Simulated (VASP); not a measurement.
Write the native input for VASP 6.6.1 that does the following.

```yaml
Task: single point
Functional: LDA
Potentials_or_basis: VASP PAW LDA potentials, release 64 (Mg)
Cutoff: 520 eV
k_mesh: 6 × 6 × 3
Occupations: fermi-dirac, width 0.1 eV
Spin: no spin polarisation
Dipole_correction: no
Further_INCAR_settings: ALGO = Normal; EDIFF = 1e-06; NBANDS = 9
```

The structure of Mg lies in POSCAR:

```
Mg
1.0
    3.1325008903      0.0000000000      0.0000000000
   -1.5662504451      2.7128253484      0.0000000000
    0.0000000000      0.0000000000      5.0848940941
Mg
2
Direct
    0.3333333333      0.6666666667      0.2500000000
    0.6666666667      0.3333333333      0.7500000000
```

These files were run (other wordings do the same):

INCAR

```
PREC = Accurate
ENCUT = 520
EDIFF = 1E-6
ISMEAR = -1
SIGMA = 0.1
LREAL = False
LASPH = True
NELM = 60
ALGO = Normal
ISIF = 2
LWAVE = False
LCHARG = False
NBANDS = 9
```

KPOINTS

```
regular mesh
0
Gamma
  6 6 3
```

Potentials or basis: VASP PAW LDA potentials, release 64 (Mg).

Launch:

```sh
$ cat potpaw_LDA.64/Mg/POTCAR > POTCAR
$ mpirun -np 1 vasp_std > vasp.out
```

Results of the run:

| Item | Value |
| --- | --- |
| Pressure | -0.2 GPa |
| Band gap on the k mesh | zero (band 2 reaches 3.11 eV, above the bottom of band 3 at 1.52 eV) |

Caveat: the k points lie up to 0.41 Å⁻¹ apart.

It took 4.7 s on 1 thread of Intel(R) Xeon(R) Platinum 8488C (Sapphire Rapids), on a shared host, peak memory 0.13 GiB.
